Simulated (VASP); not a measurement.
# Sn4O7 (a cell with a defect) in VASP: single point with PBEsol

Aim: the single point of Sn4O7 (a cell with a defect) with PBEsol.

All numbers are computed with VASP 6.6.1; they aren't measurements. Logs are shortened: lines on timing, memory, paths and dates and some standing lists are left out, and cuts for length are marked.

## Step 1: The cell of the first run

The cell holds a defect, 11 atoms: a = 5.672 Å, b = 5.672 Å, c = 5.855 Å, α = 90.00°, β = 118.97°, γ = 90.00°.

## Step 2: Single point, PBEsol (O vacancy, atom 6 moved a little way towards it, host rigid)

Contents of INCAR:

```
PREC = Accurate ; ENCUT = 520
EDIFF = 1E-6 ; ISMEAR = 0
SIGMA = 0.05 ; LREAL = False
LASPH = True ; NELM = 100
ALGO = Normal ; ISIF = 2
LWAVE = False ; LCHARG = False
GGA = PS ; NELECT = 96.0
NBANDS = 60
```

Contents of KPOINTS:

```
Automatic mesh
0
Gamma
  6 4 6
```

Contents of POSCAR:

```
Sn4O7
1.0
   -4.0109999453     -4.0109999453      0.0000000000
   -4.0109999453      4.0109999453      0.0000000000
    2.0054999726      2.0054999726     -5.1227446976
Sn O
4 7
Direct
    1.0000000000      0.7500000000      0.5000000000
    0.5000000000      0.2500000000      0.5000000000
    0.5000000000      0.5000000000      0.0000000000
    0.0000000000      0.0000000000      0.0000000000
    0.2029187784      0.0000000000      0.4058375568
    0.7534322780      0.6672357818      0.1723929922
    0.2970812216      0.2500000000      0.0941624432
    0.2970812216      0.5000000000      0.5941624432
    0.7970812216      0.0000000000      0.5941624432
    0.2029187784      0.7500000000      0.9058375568
    0.7029187784      0.2500000000      0.9058375568
```

Potentials or basis: VASP PAW PBE potentials, release 64 (Sn_d, O).

Run with:

```bash
cat potpaw_PBE.64/Sn_d/POTCAR potpaw_PBE.64/O/POTCAR > POTCAR
mpirun -np 1 vasp_std > vasp.out
```

OUTCAR:

```text
PREC = Accurate
   ENCUT = 520
   EDIFF = 1E-6
   ISMEAR = 0
   LREAL = False
   LASPH = True
   NELM = 100
   ISIF = 2
   GGA = PS
   NELECT = 96.0

 ion  position               nearest neighbor table
   1  0.000  0.750  0.500-   6 1.80   5 2.06   9 2.06   8 2.06  10 2.08   4 3.25   4 3.25   3 3.25
                             3 3.25
   2  0.500  0.250  0.500-   8 2.06   5 2.06   9 2.06   7 2.08  11 2.08   3 3.25   3 3.25   4 3.25
                             4 3.25
   3  0.500  0.500  0.000-   6 1.61   7 2.06  11 2.06  10 2.06   8 2.08   2 3.25   2 3.25   1 3.25
                             1 3.25
   4  0.000  0.000  0.000-  10 2.06   7 2.06  11 2.06   5 2.08   9 2.08   6 2.81   1 3.25   1 3.25
                             2 3.25   2 3.25
   5  0.203  0.000  0.406-   1 2.06   2 2.06   4 2.08
   6  0.753  0.667  0.172-   3 1.61   1 1.80   4 2.81
   7  0.297  0.250  0.094-   3 2.06   4 2.06   2 2.08
   8  0.297  0.500  0.594-   2 2.06   1 2.06   3 2.08
   9  0.797  0.000  0.594-   1 2.06   2 2.06   4 2.08
  10  0.203  0.750  0.906-   4 2.06   3 2.06   1 2.08
  11  0.703  0.250  0.906-   3 2.06   4 2.06   2 2.08

  LATTYP: Found a base centered orthorhombic cell.
 ALAT       =     5.6724105213
 B/A-ratio  =     1.8061967406
 C/A-ratio  =     1.0000000000

  Lattice vectors:

 A1 = (   2.0054999727,   2.0054999727,   5.1227446976)
 A2 = (   2.0054999726,   2.0054999726,  -5.1227446976)
 A3 = (  -4.0109999453,   4.0109999453,   0.0000000000)

Analysis of symmetry for initial positions (statically):
=====================================================================
 Subroutine PRICEL returns:
 Original cell was already a primitive cell.

 Routine SETGRP: Setting up the symmetry group for a
 base centered orthorhombic supercell.

 Subroutine GETGRP returns: Found  1 space group operations
 (whereof  1 operations were pure point group operations)
 out of a pool of  8 trial point group operations.

The static configuration has the point symmetry C_1 .

Analysis of symmetry for dynamics (positions and initial velocities):
=====================================================================
 Subroutine PRICEL returns:
 Original cell was already a primitive cell.

 Routine SETGRP: Setting up the symmetry group for a
 base centered orthorhombic supercell.

 Subroutine GETGRP returns: Found  1 space group operations
 (whereof  1 operations were pure point group operations)
 out of a pool of  8 trial point group operations.

The dynamic configuration has the point symmetry C_1 .

 Subroutine INISYM returns: Found  1 space group operations
 (whereof  1 operations are pure point group operations),
 and found     1 'primitive' translations

----------------------------------------------------------------------------------------

                                     Primitive cell

  volume of cell :     164.8307

  direct lattice vectors                    reciprocal lattice vectors
    -4.010999945 -4.010999945  0.000000000    -0.124657194 -0.124657194 -0.097603927
    -4.010999945  4.010999945  0.000000000    -0.124657194  0.124657194  0.000000000
     2.005499973  2.005499973 -5.122744698     0.000000000  0.000000000 -0.195207854

  length of vectors
     5.672410521  5.672410521  5.855473808     0.201507714  0.176291895  0.195207854

  position of ions in fractional coordinates (direct lattice)
     1.000000000  0.750000000  0.500000000
     0.500000000  0.250000000  0.500000000
     0.500000000  0.500000000  0.000000000
     0.000000000  0.000000000  0.000000000
     0.202918778  0.000000000  0.405837557
     0.753432278  0.667235782  0.172392992
     0.297081222  0.250000000  0.094162443
     0.297081222  0.500000000  0.594162443
     0.797081222  0.000000000  0.594162443
     0.202918778  0.750000000  0.905837557
     0.702918778  0.250000000  0.905837557

  ion indices of the primitive-cell ions
   primitive index   ion index
                 1           1
                 2           2
                 3           3
                 4           4
                 5           5
                 6           6
                 7           7
                 8           8
                 9           9
                10          10
                11          11

----------------------------------------------------------------------------------------

 KPOINTS: Automatic mesh

Automatic generation of k-mesh.
 Grid dimensions read from file:
 generate k-points for:    6    4    6

 Generating k-lattice:

  Cartesian coordinates                     Fractional coordinates (reciprocal lattice)
    -0.020776199 -0.020776199 -0.016267321     0.166666667  0.000000000 -0.000000000
    -0.031164299  0.031164299  0.000000000     0.000000000  0.250000000  0.000000000
     0.000000000  0.000000000 -0.032534642     0.000000000  0.000000000  0.166666667

  Length of vectors
     0.033584619  0.044072974  0.032534642

  Shift w.r.t. Gamma in fractional coordinates (k-lattice)
     0.000000000  0.000000000  0.000000000

 Subroutine IBZKPT returns following result:
 ===========================================

 Found     76 irreducible k-points:

 Following reciprocal coordinates:
            Coordinates               Weight
  0.000000  0.000000  0.000000      1.000000
  0.166667  0.000000  0.000000      2.000000
  0.166667  0.000000 -0.166667      2.000000
  0.333333  0.000000 -0.000000      2.000000
  0.333333  0.000000 -0.333333      2.000000
  0.500000  0.000000  0.000000      1.000000
[... 16 lines left out ...]
  0.333333  0.500000 -0.333333      2.000000
  0.500000  0.500000  0.000000      1.000000
 [... further k-points ...]
   k-points           NKPTS =     76   k-points in BZ     NKDIM =     76   number of bands    NBANDS=     60
   number of dos      NEDOS =    301   number of ions     NIONS =     11
   total plane-waves  NPLWV =  84672
   dimension x,y,z NGX =    42 NGY =   42 NGZ =   48
   dimension x,y,z NGXF=    84 NGYF=   84 NGZF=   96
   ions per type =               4   7
   NGX,Y,Z   is equivalent  to a cutoff of  12.31, 12.31, 13.63 a.u.
   NGXF,Y,Z  is equivalent  to a cutoff of  24.62, 24.62, 27.26 a.u.
 SYSTEM =  unknown system
   PREC   = accura    normal or accurate (medium, high low for compatibility)
   ISTART =      0    job   : 0-new  1-cont  2-samecut
   ICHARG =      2    charge: 1-file 2-atom 10-const
   ISPIN  =      1    spin polarized calculation?
   LNONCOLLINEAR =      F non collinear calculations
   LSORBIT =      F    spin-orbit coupling
   LASPH  =      T    aspherical Exc in radial PAW
   ENCUT  =  520.0 eV  38.22 Ry    6.18 a.u.  10.55 10.55 10.89*2*pi/ulx,y,z
   NELM   =    100;   NELMIN=  2; NELMDL= -5     # of ELM steps
   EDIFF  = 0.1E-05   stopping-criterion for ELM
   LREAL  =      F    real-space projection
   EDIFFG = 0.1E-04   stopping-criterion for IOM
   NSW    =      0    number of steps for IOM
   IBRION =     -1    ionic relax: 0-MD 1-quasi-New 2-CG
   NFREE  =      0    steps in history (QN), initial steepest desc. (CG)
   ISIF   =      2    stress and relaxation
   ISYM   =      2    0-nonsym 1-usesym 2-fastsym
   POTIM  = 0.5000    time-step for ionic-motion
   TEBEG  =    0.0;   TEEND  =   0.0 temperature during run
   PSTRESS=    0.0 pullay stress
   NELECT =      96.0000    total number of electrons
   NUPDOWN=      -1.0000    fix difference up-down
   EMIN   =  10.00;   EMAX   =-10.00  energy-range for DOS
   EFERMI =   0.00;   METHOD = LEGACY
   ISMEAR =     0;   SIGMA  =   0.05  broadening in eV -4-tet -1-fermi 0-gaus
   EFERMI_NEDOS =   21; number of points for ismear=-14 and -15
   IALGO  =     38    algorithm
   IMIX   =      4    mixing-type and parameters
     AMIX     =   0.40;   BMIX     =  1.00
     AMIX_MAG =   1.60;   BMIX_MAG =  1.00
  volume/ion in A,a.u.               =      14.98       101.12
  Fermi-wavevector in a.u.,A,eV,Ry     =   1.367160  2.583557 25.430997  1.869126
  Thomas-Fermi vector in A             =   2.493237
   LORBIT       =      0    0 simple, 1 ext, 2 COOP (PROOUT), +10 PAW based schemes
   GGA     = PS    functional components
   LHFCALC =     F    Hartree Fock is set to
   AEXX    =    0.0000 exact exchange contribution
   IVDW    =     0    specifies the selected vdW correction
   LEPSILON=     F    determine dielectric tensor
   LRPA    =     F    only Hartree local field effects (RPA)
 non-spin polarized calculation
 Gauss-broadening in eV      SIGMA  =   0.05
  energy-cutoff  :      520.00
  volume of cell :      164.83
 maximum number of plane-waves:      4466
   NGX = 21   NGY = 21   NGZ = 21

 number of electron      96.0000016 magnetization

 Free energy of the ion-electron system (eV)
  ---------------------------------------------------
  ext. energy  EPLUGINS =         0.00000000
  ---------------------------------------------------
  free energy    TOTEN  =       -76.97722177 eV

  energy without entropy =      -76.97722177  energy(sigma->0) =      -76.97722177

 E-fermi :   3.7694     XC(G=0):  -9.9189

 val. band max:        3.4725535285   @ k =   0.1667   0.0000   0.1667
 cond. band min:       4.0577289647   @ k =   0.0000   0.0000   0.0000
 fundamental gap:      0.5851754362
 Fermi energy:         3.7694104871

 k-point     1 :       0.0000    0.0000    0.0000
  band No.  band energies     occupation
      1     -18.7951      2.00000
      2     -16.7771      2.00000
      3     -16.7099      2.00000
      4     -16.6334      2.00000
      5     -16.4075      2.00000
      6     -16.2725      2.00000
[... 52 lines left out ...]
     59      13.4723      0.00000
     60      13.9596      0.00000

 k-point     2 :       0.1667    0.0000    0.0000
  band No.  band energies     occupation
      1     -18.7989      2.00000
      2     -16.7675      2.00000
      3     -16.6963      2.00000
      4     -16.6434      2.00000
      5     -16.3997      2.00000
      6     -16.2779      2.00000
[... 1375 lines left out ...]
     59      13.2853      0.00000
     60      13.8093      0.00000

 k-point    24 :       0.5000    0.5000    0.0000
  band No.  band energies     occupation
      1     -18.8112      2.00000
      2     -16.7726      2.00000
      3     -16.7527      2.00000
      4     -16.5029      2.00000
      5     -16.4159      2.00000
      6     -16.2719      2.00000
[... 52 lines left out ...]
     59      13.3052      0.00000
     60      13.6634      0.00000

 [... further k-points ...]
[... 5 lines left out ...]
  --------------------------------------------------------------------------------------
  -------------------------------------------------------------------------------------
  Total       -2.0586834    -23.6509882     -7.0830620     -0.0902288     -0.0674342     12.9594390
  in kB      -20.0106923   -229.8909386    -68.8483613     -0.8770370     -0.6554702    125.9675739
  external PRESSURE =    -106.2499974 kB  Pullay stress =       0.0000000 kB

 VOLUME and BASIS-vectors are now :
 -----------------------------------------------------------------------------
  energy-cutoff  :      520.00
  volume of cell :      164.83
      direct lattice vectors                 reciprocal lattice vectors
    -4.010999945 -4.010999945  0.000000000    -0.124657194 -0.124657194 -0.097603927
    -4.010999945  4.010999945  0.000000000    -0.124657194  0.124657194  0.000000000
     2.005499973  2.005499973 -5.122744698     0.000000000  0.000000000 -0.195207854

 POSITION                                       TOTAL-FORCE (eV/Angst)
 -----------------------------------------------------------------------------------
     -2.00550      4.01100     -2.56137        -3.659014     -0.058990     -5.290619
     -2.00550     -0.00000     -2.56137         2.680828      0.082855     -0.399948
     -4.01100      0.00000      0.00000        14.190522     -0.050158     10.531588
      0.00000      0.00000      0.00000        -1.020233      0.040876     -0.096724
     -0.00000     -0.00000     -2.07900         1.334673     -0.000545      1.141281
     -5.35257     -0.00000     -0.88313       -11.917938      0.027551     -5.410528
     -2.00550     -0.00000     -0.48237        -2.109564     -0.015515     -1.258006
     -2.00550      2.00550     -3.04374        -0.253589     -0.269575      0.103953
     -2.00550     -2.00550     -3.04374         0.031553      0.218434      0.105773
     -2.00550      4.01100     -4.64037         0.615065      0.768824      0.331274
     -2.00550     -0.00000     -4.64037         0.107697     -0.743756      0.241956
 -----------------------------------------------------------------------------------
    total drift:                               -0.000990      0.000323      0.000440

  FREE ENERGIE OF THE ION-ELECTRON SYSTEM (eV)
  ---------------------------------------------------
  free  energy   TOTEN  =       -76.9772217670 eV

  energy  without entropy=      -76.9772217670  energy(sigma->0) =      -76.97722177
```

Run time: 7.4 min. Hardware: 1 thread of AMD EPYC 9R45 (Zen 5), shared host; peak memory 0.6 GiB.

Results:

| Quantity | Value |
| --- | --- |
| Free energy | -76.9772 eV |
| Largest force | 17.672 eV/Å |

Forces in eV/Å, atoms in the order of the input:
```
Sn   -3.659  -0.059  -5.291
Sn    2.681   0.083  -0.400
Sn   14.191  -0.050  10.532
Sn   -1.020   0.041  -0.097
O     1.335  -0.001   1.141
O   -11.918   0.028  -5.411
O    -2.110  -0.016  -1.258
O    -0.254  -0.270   0.104
O     0.032   0.218   0.106
O     0.615   0.769   0.331
O     0.108  -0.744   0.242
```

Levels at points of the mesh, in eV from the Fermi level:
```tsv
k point	band 44	band 45	band 46	band 47	band 48	band 49	band 50	band 51	band 52	band 53
(0.00, 0.00, 0.00)	-0.96	-0.91	-0.56	-0.49	-0.33	0.29	3.47	5.06	5.66	5.94
(0.50, 0.00, 0.00)	-1.08	-0.90	-0.82	-0.61	-0.33	1.90	3.08	4.40	5.07	6.35
(0.50, 0.00, 0.50)	-1.11	-0.99	-0.87	-0.53	-0.42	2.11	3.18	4.00	5.17	7.08
(0.00, 0.50, 0.00)	-1.22	-0.98	-0.90	-0.66	-0.35	1.91	2.76	4.49	5.38	6.71
(0.50, 0.50, 0.00)	-0.98	-0.92	-0.85	-0.77	-0.56	2.29	3.21	4.43	5.64	6.46
(0.50, 0.50, 0.50)	-0.97	-0.88	-0.84	-0.78	-0.56	2.22	3.44	3.97	5.60	6.47
(0.00, 0.00, 0.50)	-1.08	-0.94	-0.62	-0.46	-0.33	2.12	3.07	4.79	5.63	5.89
(0.00, 0.50, 0.50)	-0.89	-0.85	-0.83	-0.50	-0.43	2.15	3.51	4.13	4.58	6.63
```

Caveat: the cell carries a net charge on a neutralising background, which shifts energy and pressure; the cell differs from its parent crystal (O vacancy, atom 6 moved a little way towards it, host rigid); the cell is charged against a uniform background, so pressure and absolute levels hang on convention; the PAW data sets were made with another functional, which shifts forces and pressure a little; spin-orbit coupling is left out, which moves the levels of the heavy elements.
